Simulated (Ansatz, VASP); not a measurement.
# One calculation of YGaC2N2, two programs

```
Y Ga C N
1.0
     3.57802    0.00000    0.00000
    -1.25145    3.45803    0.00000
    -0.72792   -1.73461    8.66321
Y Ga C N
1 1 2 2
Direct
  0.50000 0.50000 0.50000
  0.00000 0.00000 0.00000
  0.17968 0.17968 0.82032
  0.82032 0.82032 0.17968
  0.29056 0.29056 0.70944
  0.70944 0.70944 0.29056
```

Alike in both runs: task single point; functional PBE; k mesh 6 × 6 × 2; occupations gaussian, width 0.1 eV; collinear spin.

```csv
,VASP,Ansatz
version,VASP 6.6.1,Ansatz 0.2.0
potentials or method,"VASP PAW PBE potentials, release 64 (Y_sv, Ga_d, C, N), cutoff 520 eV","scalar-relativistic, plane waves, PAW"
valence electrons in the cell,42,42
```

|  | VASP | Ansatz | Ansatz less VASP |
| --- | --- | --- | --- |
| gap on the k mesh at the Fermi level (eV) | none | none | - |
| pressure (GPa) | 2.9 | 2.6 | -0.27 |
| traceless stress, the component that is largest in VASP (GPa) | 9.00 | 8.64 | -0.361 |
| rms of the force components (eV/Å) | 1.976 | 1.794 | -0.1817 |
| net moment per atom (μB) | 0.00 | 0.00 | 0.000 |

Atom by atom the forces differ by 0.187 eV/Å (rms over components). A gap of «none» marks a metal or a gap that the smearing closes. With one functional, cell and mesh, what is left measures potentials, basis and numerics. Ansatz's warnings: seeded moment not kept.

The k mesh is coarse, so the values compare programs but aren't converged. Noted on VASP's run: the standard files for N, O and F lose accuracy on very short bonds.
